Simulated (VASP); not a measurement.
Set up this calculation in VASP 6.6.1, as the native input.

| Item | Value |
| --- | --- |
| Task | single point |
| Functional | PBE |
| Potentials or basis | VASP PAW PBE potentials, release 64 (Bi_d, Te) |
| Cutoff | 520 eV |
| k mesh | 12 × 12 × 12 |
| Occupations | gaussian, width 0.15 eV |
| Spin | no spin polarisation |
| Dipole correction | no |
| Further INCAR settings | ALGO = Normal; EDIFF = 1e-06; NBANDS = 18 |

The structure of BiTe lies in POSCAR:

```
BiTe
1.0
    0.0000000000      3.2511939987      3.0993632390
    3.2511939987      0.0000000000      3.0993632390
    3.2511939987      3.2511939987      0.0000000000
Bi Te
1 1
Direct
    0.0305179670      0.0305179670     -0.0305179670
    0.4500183625      0.4500183625      0.5499816375
```

This cell differs from its parent crystal: atoms displaced along a vibrational mode, the cell strained.

One way to write it, as run:

INCAR

```
PREC = Accurate
ENCUT = 520
EDIFF = 1E-6
ISMEAR = 0
SIGMA = 0.15
LREAL = False
LASPH = True
NELM = 60
ALGO = Normal
ISIF = 2
LWAVE = False
LCHARG = False
GGA = PE
NBANDS = 18
```

KPOINTS

```
regular mesh
0
Gamma
  12 12 12
```

Potentials or basis: VASP PAW PBE potentials, release 64 (Bi_d, Te).

Command:

```bash
$ cat potpaw_PBE.64/Bi_d/POTCAR potpaw_PBE.64/Te/POTCAR > POTCAR
$ mpirun -np 1 vasp_std > vasp.out
```

It gave:

```yaml
Pressure: 9.5 GPa
Largest_force: 3.530 eV/Å
Band_gap_on_the_k_mesh: zero (an odd number of electrons rules out a gap without spin polarisation)
```

Caveat: the cell differs from its parent crystal (atoms displaced along a vibrational mode, the cell strained); the stress differs along the axes, from 4 to 21 GPa; spin-orbit coupling is left out, which moves the levels of the heavy elements; forces of over 1 eV/Å act on the atoms, so gaps and moduli don't describe the material at rest.

Run time: 3.5 min on 1 thread of Intel Xeon 8259CL, with other jobs on the host, peak memory 0.34 GiB.
